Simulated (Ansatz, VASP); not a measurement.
# TaBr in VASP and in Ansatz

Contents of INCAR:

```
PREC = Accurate
ENCUT = 520
EDIFF = 1E-6
ISMEAR = 0
SIGMA = 0.1
LREAL = False
LASPH = True
NELM = 150
ALGO = Normal
ISIF = 2
LWAVE = False
LCHARG = False
ISPIN = 2
MAGMOM = 1 0
LORBIT = 11
LMAXMIX = 4
GGA = PE
NBANDS = 20
```

The input KPOINTS:

```
Automatic mesh
0
Gamma
  6 6 6
```

POSCAR

```
TaBr
1.0
    0.0000000000      3.0490005200      3.0490005200
    3.0490005200      0.0000000000      3.0490005200
    3.0490005200      3.0490005200      0.0000000000
Ta Br
1 1
Direct
    0.0000000000      0.0000000000      0.0000000000
    0.7500000000      0.7500000000      0.7500000000
```

Input for Ansatz:

```yaml
crystal:
  lattice:
    - [0.0, 3.04900052, 3.04900052]
    - [3.04900052, 0.0, 3.04900052]
    - [3.04900052, 3.04900052, 0.0]
  atoms:
    - { symbol: Ta, position: [0.0, 0.0, 0.0], spin: 1.0 }
    - { symbol: Br, position: [0.75, 0.75, 0.75] }
basis:
  ecutwfc: 420
kpoints:
  mp_grid: { grid: [6, 6, 6] }
hamiltonian:
  xc: pbe
scf:
  occupations: { method: gaussian, width: 0.1 }
  lower_state_search: "off"
output:
  forces: true
  stress: true
  eigenvalues: true
  populations: true
magnetization:
  spin_polarized: true
```

Change from the starting cell: species swapped into the AgBr type (F-43m, No. 216).

Alike in both runs: task single point; functional PBE; k mesh 6 × 6 × 6; occupations gaussian, width 0.1 eV; collinear spin.

|  | VASP | Ansatz |
| --- | --- | --- |
| version | VASP 6.6.1 | Ansatz 0.2.0 |
| potentials or method | VASP PAW PBE potentials, release 64 (Ta_pv, Br), cutoff 520 eV | scalar-relativistic, plane waves, PAW |
| valence electrons in the cell | 18 | 20 |

```csv
,VASP,Ansatz,Ansatz less VASP
gap on the k mesh at the Fermi level (eV),none,none,-
pressure (GPa),-6.2,-6.3,-0.05
net moment per atom (μB),0.86,0.86,+0.001
size of the moment on the site where the two differ most (μB),1.14,0.97,-0.169
```

Site moments also hang on the region over which each program counts them. A gap of «none» marks a metal or a gap that the smearing closes. The functional is the same, so the differences come from potentials, cutoffs and numerics. VASP's potentials hold 18 valence electrons a cell and Ansatz's 20, so a difference there can come from the potentials and not from the codes.

Spin-orbit coupling is off throughout.
